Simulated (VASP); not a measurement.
A run of VASP 6.6.1 is set up as follows.

The input INCAR:

```
SYSTEM = PbS
PREC = Accurate ; ENCUT = 520
EDIFF = 1E-6 ; ISMEAR = 0
SIGMA = 0.014 ; LREAL = .False.
LASPH = .True. ; NELM = 100
ALGO = Normal ; ISIF = 2
LWAVE = .False. ; LCHARG = .True.
GGA = PE ; LELF = .True.
LVHAR = .True. ; NBANDS = 17
```

KPOINTS

```
regular mesh
0
Gamma
  8 8 8
  0 0 0
```

File POSCAR:

```
PbS
1.0
    0.0000000000      2.9657500000      2.9657500000
    2.9657500000      0.0000000000      2.9657500000
    2.9657500000      2.9657500000      0.0000000000
Pb S
1 1
Direct
    0.0000000000      0.0000000000      0.0000000000
    0.5000000000      0.5000000000      0.5000000000
```

Potentials or basis: VASP PAW PBE potentials, release 64 (Pb_d, S).

The run is started by

```sh
$ cat potpaw_PBE.64/Pb_d/POTCAR potpaw_PBE.64/S/POTCAR > POTCAR
$ mpirun -np 1 vasp_std > vasp.out
```

Task: What does it give for the band gap on the k mesh?

Result: 0.36 eV.

Task: Predict the pressure.

Result: 2.1 GPa.

Caveat: spin-orbit coupling is left out, which moves the levels of the heavy elements. A k mesh can miss the band edges.
